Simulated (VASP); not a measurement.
# WC (Fm-3m) in VASP: single point with r2SCAN

Aim: the single point of WC with r2SCAN.

Program: VASP 6.6.1. These are calculated values, not measurements. Logs are shortened: lines on timing, memory, paths and dates and some standing lists are left out, and cuts for length are marked.

### 1 The cell of the first run

The structure is cubic, space group Fm-3m (No. 225). The conventional cell has a = 4.385 Å, b = 4.385 Å, c = 4.385 Å, α = 90.00°, β = 90.00°, γ = 90.00°. Within 2.9 Å of W (site symmetry m-3m) lie 6 C at 2.19 Å. Within 2.9 Å of C (site symmetry m-3m) lie 6 W at 2.19 Å.

### 2 Single point, r2SCAN

Contents of POSCAR:

```
WC
1.0
    0.0000000000      2.1926800000      2.1926800000
    2.1926800000      0.0000000000      2.1926800000
    2.1926800000      2.1926800000      0.0000000000
W C
1 1
Direct
    0.0000000000      0.0000000000      0.0000000000
    0.5000000000      0.5000000000      0.5000000000
```

Contents of INCAR.step1:

```
  ALGO = Normal
  EDIFF = 1E-4
  ENCUT = 520
  GGA = PE
  ISMEAR = 0
  LASPH = True
  LCHARG = False
  LREAL = False
  LWAVE = True
  NBANDS = 16
  NELM = 60
  PREC = Accurate
  SIGMA = 0.01
```

Contents of INCAR.step2:

```
  ALGO = Normal
  EDIFF = 1E-7
  ENCUT = 520
  ISIF = 2
  ISMEAR = 0
  ISTART = 1
  LASPH = True
  LCHARG = False
  LMIXTAU = True
  LREAL = False
  LWAVE = False
  METAGGA = R2SCAN
  NBANDS = 16
  NELM = 60
  PREC = Accurate
  SIGMA = 0.01
```

Contents of KPOINTS:

```
k-points
0
Gamma
  5 5 5
```

Potentials or basis: VASP PAW PBE potentials, release 64 (W_sv, C).

Command:

```sh
$ cat potpaw_PBE.64/W_sv/POTCAR potpaw_PBE.64/C/POTCAR > POTCAR
$ cp INCAR.step1 INCAR
$ mpirun -np 1 vasp_std > vasp.out
$ cp INCAR.step2 INCAR
$ mpirun -np 1 vasp_std > vasp.out
```

OUTCAR:

```text
EDIFF = 1E-7
   ENCUT = 520
   ISIF = 2
   ISMEAR = 0
   ISTART = 1
   LASPH = True
   LREAL = False
   METAGGA = R2SCAN
   NELM = 60
   PREC = Accurate

 ion  position               nearest neighbor table
   1  0.000  0.000  0.000-   2 2.19   2 2.19   2 2.19   2 2.19   2 2.19   2 2.19
   2  0.500  0.500  0.500-   1 2.19   1 2.19   1 2.19   1 2.19   1 2.19   1 2.19

  LATTYP: Found a face centered cubic cell.
 ALAT       =     4.3853600000

  Lattice vectors:

 A1 = (   0.0000000000,   2.1926800000,   2.1926800000)
 A2 = (   2.1926800000,   0.0000000000,   2.1926800000)
 A3 = (   2.1926800000,   2.1926800000,   0.0000000000)

Analysis of symmetry for initial positions (statically):
[... 33 lines left out ...]
                                     Primitive cell

  volume of cell :      21.0841

  direct lattice vectors                    reciprocal lattice vectors
     0.000000000  2.192680000  2.192680000    -0.228031450  0.228031450  0.228031450
     2.192680000  0.000000000  2.192680000     0.228031450 -0.228031450  0.228031450
     2.192680000  2.192680000  0.000000000     0.228031450  0.228031450 -0.228031450

  length of vectors
     3.100917794  3.100917794  3.100917794     0.394962057  0.394962057  0.394962057

  position of ions in fractional coordinates (direct lattice)
     0.000000000  0.000000000  0.000000000
     0.500000000  0.500000000  0.500000000

  ion indices of the primitive-cell ions
   primitive index   ion index
                 1           1
                 2           2

----------------------------------------------------------------------------------------

 KPOINTS: k-points

Automatic generation of k-mesh.
 Grid dimensions read from file:
 generate k-points for:    5    5    5

 Generating k-lattice:

  Cartesian coordinates                     Fractional coordinates (reciprocal lattice)
    -0.045606290  0.045606290  0.045606290     0.200000000  0.000000000  0.000000000
     0.045606290 -0.045606290  0.045606290     0.000000000  0.200000000  0.000000000
     0.045606290  0.045606290 -0.045606290     0.000000000  0.000000000  0.200000000

  Length of vectors
     0.078992411  0.078992411  0.078992411

  Shift w.r.t. Gamma in fractional coordinates (k-lattice)
     0.000000000  0.000000000  0.000000000

 Subroutine IBZKPT returns following result:
 ===========================================

 Found     10 irreducible k-points:

 Following reciprocal coordinates:
            Coordinates               Weight
  0.000000  0.000000  0.000000      1.000000
  0.200000  0.000000  0.000000      8.000000
  0.400000  0.000000  0.000000      8.000000
  0.200000  0.200000  0.000000      6.000000
  0.400000  0.200000  0.000000     24.000000
 -0.400000  0.200000  0.000000     24.000000
 -0.200000  0.200000  0.000000     12.000000
  0.400000  0.400000  0.000000      6.000000
 -0.400000  0.400000  0.000000     12.000000
 -0.400000  0.400000  0.200000     24.000000
   k-points           NKPTS =     10   k-points in BZ     NKDIM =     10   number of bands    NBANDS=     16
   number of dos      NEDOS =    301   number of ions     NIONS =      2
   total plane-waves  NPLWV =  13824
   dimension x,y,z NGX =    24 NGY =   24 NGZ =   24
   dimension x,y,z NGXF=    48 NGYF=   48 NGZF=   48
   ions per type =               1   1
   NGX,Y,Z   is equivalent  to a cutoff of  12.87, 12.87, 12.87 a.u.
   NGXF,Y,Z  is equivalent  to a cutoff of  25.73, 25.73, 25.73 a.u.
 SYSTEM =  unknown system
   PREC   = accura    normal or accurate (medium, high low for compatibility)
   ISTART =      1    job   : 0-new  1-cont  2-samecut
   ICHARG =      0    charge: 1-file 2-atom 10-const
   ISPIN  =      1    spin polarized calculation?
   LNONCOLLINEAR =      F non collinear calculations
   LSORBIT =      F    spin-orbit coupling
   LASPH  =      T    aspherical Exc in radial PAW
   ENCUT  =  520.0 eV  38.22 Ry    6.18 a.u.   5.77  5.77  5.77*2*pi/ulx,y,z
   NELM   =     60;   NELMIN=  2; NELMDL=  0     # of ELM steps
   EDIFF  = 0.1E-06   stopping-criterion for ELM
   LREAL  =      F    real-space projection
   EDIFFG = 0.1E-05   stopping-criterion for IOM
   NSW    =      0    number of steps for IOM
   IBRION =     -1    ionic relax: 0-MD 1-quasi-New 2-CG
   NFREE  =      0    steps in history (QN), initial steepest desc. (CG)
   ISIF   =      2    stress and relaxation
   ISYM   =      2    0-nonsym 1-usesym 2-fastsym
   POTIM  = 0.5000    time-step for ionic-motion
   TEBEG  =    0.0;   TEEND  =   0.0 temperature during run
   PSTRESS=    0.0 pullay stress
   NELECT =      18.0000    total number of electrons
   NUPDOWN=      -1.0000    fix difference up-down
   EMIN   =  10.00;   EMAX   =-10.00  energy-range for DOS
   EFERMI =   0.00;   METHOD = LEGACY
   ISMEAR =     0;   SIGMA  =   0.01  broadening in eV -4-tet -1-fermi 0-gaus
   EFERMI_NEDOS =   21; number of points for ismear=-14 and -15
   IALGO  =     38    algorithm
   IMIX   =      4    mixing-type and parameters
     AMIX     =   0.40;   BMIX     =  1.00
     AMIX_MAG =   1.60;   BMIX_MAG =  1.00
  volume/ion in A,a.u.               =      10.54        71.14
  Fermi-wavevector in a.u.,A,eV,Ry     =   1.553032  2.934805 32.816007  2.411908
  Thomas-Fermi vector in A             =   2.657321
   LORBIT       =      0    0 simple, 1 ext, 2 COOP (PROOUT), +10 PAW based schemes
   METAGGA = R2SCAN    functional components
   LHFCALC =     F    Hartree Fock is set to
   AEXX    =    0.0000 exact exchange contribution
   IVDW    =     0    specifies the selected vdW correction
   LEPSILON=     F    determine dielectric tensor
   LRPA    =     F    only Hartree local field effects (RPA)
 non-spin polarized calculation
 Gauss-broadening in eV      SIGMA  =   0.01
  energy-cutoff  :      520.00
  volume of cell :       21.08
 maximum number of plane-waves:       572
   NGX = 11   NGY = 11   NGZ = 11

 number of electron      18.0000001 magnetization

 Free energy of the ion-electron system (eV)
  ---------------------------------------------------
  ext. energy  EPLUGINS =         0.00000000
  ---------------------------------------------------
  free energy    TOTEN  =       -60.66598470 eV

  energy without entropy =      -60.66512184  energy(sigma->0) =      -60.66555327

 E-fermi :  12.7875     XC(G=0): -14.8551

 val. band max:       12.2005534315   @ k =   0.2000   0.0000   0.0000
 cond. band min:      12.7922582085   @ k =  -0.4000   0.2000   0.0000
 fundamental gap:      0.5917047770
 Fermi energy:        12.7874888457

 k-point     1 :       0.0000    0.0000    0.0000
  band No.  band energies     occupation
      1     -65.1411      2.00000
      2     -28.4652      2.00000
      3     -28.4652      2.00000
      4     -28.4652      2.00000
      5      -4.2727      2.00000
      6       9.5400      2.00000
[... 8 lines left out ...]
     15      22.9777      0.00000
     16      36.2135      0.00000

 k-point     2 :       0.2000    0.0000    0.0000
  band No.  band energies     occupation
      1     -65.1268      2.00000
      2     -28.6857      2.00000
      3     -28.4885      2.00000
      4     -28.4885      2.00000
      5      -3.1711      2.00000
      6       6.8328      2.00000
[... 8 lines left out ...]
     15      24.9717      0.00000
     16      31.0246      0.00000

 k-point     3 :       0.4000    0.0000    0.0000
  band No.  band energies     occupation
      1     -65.1037      2.00000
      2     -29.0272      2.00000
      3     -28.5261      2.00000
      4     -28.5261      2.00000
      5      -0.5712      2.00000
      6       3.2740      2.00000
[... 8 lines left out ...]
     15      25.8955      0.00000
     16      25.8955      0.00000

 k-point     4 :       0.2000    0.2000    0.0000
  band No.  band energies     occupation
      1     -65.1220      2.00000
      2     -28.6673      2.00000
      3     -28.5413      2.00000
      4     -28.5413      2.00000
      5      -2.9625      2.00000
      6       5.7636      2.00000
[... 8 lines left out ...]
     15      26.0332      0.00000
     16      30.2952      0.00000

 k-point     5 :       0.4000    0.2000    0.0000
  band No.  band energies     occupation
      1     -65.1019      2.00000
      2     -28.9159      2.00000
      3     -28.6092      2.00000
      4     -28.5880      2.00000
      5      -1.4610      2.00000
      6       4.3407      2.00000
[... 8 lines left out ...]
     15      24.3661      0.00000
     16      27.7235      0.00000

 k-point     6 :      -0.4000    0.2000    0.0000
  band No.  band energies     occupation
      1     -65.0941      2.00000
      2     -28.9984      2.00000
      3     -28.6883      2.00000
      4     -28.5645      2.00000
      5      -0.3440      2.00000
      6       3.3121      2.00000
[... 8 lines left out ...]
     15      25.2733      0.00000
     16      26.3191      0.00000

 k-point     7 :      -0.2000    0.2000    0.0000
  band No.  band energies     occupation
      1     -65.1096      2.00000
      2     -28.8425      2.00000
      3     -28.6317      2.00000
      4     -28.5031      2.00000
      5      -1.7299      2.00000
      6       4.7319      2.00000
[... 8 lines left out ...]
     15      25.7824      0.00000
     16      26.5915      0.00000

 k-point     8 :       0.4000    0.4000    0.0000
  band No.  band energies     occupation
      1     -65.0912      2.00000
      2     -28.9678      2.00000
      3     -28.6636      2.00000
      4     -28.6636      2.00000
      5      -1.9783      2.00000
      6       5.6978      2.00000
[... 8 lines left out ...]
     15      25.5345      0.00000
     16      30.1327      0.00000

 k-point     9 :      -0.4000    0.4000    0.0000
  band No.  band energies     occupation
      1     -65.0864      2.00000
      2     -28.9549      2.00000
      3     -28.7785      2.00000
      4     -28.6494      2.00000
      5      -1.5082      2.00000
      6       5.6606      2.00000
[... 8 lines left out ...]
     15      24.9014      0.00000
     16      27.6970      0.00000

 k-point    10 :      -0.4000    0.4000    0.2000
  band No.  band energies     occupation
      1     -65.0894      2.00000
      2     -28.9174      2.00000
      3     -28.7761      2.00000
      4     -28.6416      2.00000
      5      -1.0702      2.00000
      6       4.8630      2.00000
[... 8 lines left out ...]
     15      24.7842      0.00000
     16      26.2335      0.00000

------------------------ aborting loop because EDIFF is reached ----------------------------------------

  FORCE on cell =-STRESS in cart. coord.  units (eV):
  Direction    XX          YY          ZZ          XY          YZ          ZX
  --------------------------------------------------------------------------------------
  -------------------------------------------------------------------------------------
  Total       -0.5616762     -0.5616762     -0.5616762      0.0000000      0.0000000      0.0000000
  in kB      -42.6816126    -42.6816126    -42.6816126      0.0000000      0.0000000      0.0000000
  external PRESSURE =     -42.6816126 kB  Pullay stress =       0.0000000 kB

 VOLUME and BASIS-vectors are now :
 -----------------------------------------------------------------------------
  energy-cutoff  :      520.00
  volume of cell :       21.08
      direct lattice vectors                 reciprocal lattice vectors
     0.000000000  2.192680000  2.192680000    -0.228031450  0.228031450  0.228031450
     2.192680000  0.000000000  2.192680000     0.228031450 -0.228031450  0.228031450
     2.192680000  2.192680000  0.000000000     0.228031450  0.228031450 -0.228031450

 POSITION                                       TOTAL-FORCE (eV/Angst)
 -----------------------------------------------------------------------------------
      0.00000      0.00000      0.00000         0.000000      0.000000      0.000000
      2.19268      2.19268      2.19268         0.000000      0.000000     -0.000000
 -----------------------------------------------------------------------------------
    total drift:                                0.000000     -0.000000     -0.000000

  FREE ENERGIE OF THE ION-ELECTRON SYSTEM (eV)
  ---------------------------------------------------
  free  energy   TOTEN  =       -60.6659846972 eV

  energy  without entropy=      -60.6651218417  energy(sigma->0) =      -60.66555327
```

Wall time 16 s (1 thread of Intel Xeon Platinum 8375C at 2.90GHz (Ice Lake), shared host); peak memory 0.14 GiB.

What came out:

| Quantity | Value |
| --- | --- |
| Free energy | -60.6660 eV |
| Pressure | -4.3 GPa |
| Band gap on the k mesh | zero (band 9 reaches 12.95 eV, above the bottom of band 10 at 10.78 eV) |

Levels at points of the mesh, in eV from the Fermi level:
| k point | band 7 | band 8 | band 9 | band 10 | band 11 | band 12 |
| --- | --- | --- | --- | --- | --- | --- |
| (0.00, 0.00, 0.00) | -3.25 | -3.25 | -1.48 | -1.48 | -1.48 | -1.45 |

Caveat: the k points lie up to 0.50 Å⁻¹ apart; the PAW data sets were made with another functional, which shifts forces and pressure a little; spin-orbit coupling is left out, which moves the levels of the heavy elements.
